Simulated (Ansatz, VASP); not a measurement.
**Sn in VASP and in Ansatz**

```
CELL_PARAMETERS angstrom
0.03246 3.26183 3.26183
3.26183 0.03246 3.26183
3.26183 3.26183 0.03246
ATOMIC_POSITIONS crystal
Sn 0.50000 0.50000 0.50000
Sn 0.75000 0.75000 0.75000
```

Change from the starting cell: equal xy, yz and zx shear strains of +1 %.

Alike in both runs: task single point; functional PBE; k mesh 9 × 9 × 9; occupations fermi-dirac, width 0.03 eV; no spin polarisation.

|  | VASP | Ansatz |
| --- | --- | --- |
| version | VASP 6.6.1 | Ansatz 0.2.0 |
| potentials or method | VASP PAW PBE potentials, release 64 (Sn_d), cutoff 520 eV | all-electron LAPW, scalar-relativistic |

|  | VASP | Ansatz | Ansatz less VASP |
| --- | --- | --- | --- |
| pressure (GPa) | 3.2 | 3.2 | +0.05 |
| traceless stress, the component that is largest in VASP (GPa) | -0.52 | -0.52 | -0.001 |
| rms of the force components (eV/Å) | 0.093 | 0.093 | +0.0002 |

Atom by atom the forces differ by 0.000 eV/Å (rms over components). Ansatz ran all-electron here, and VASP with PAW potentials.
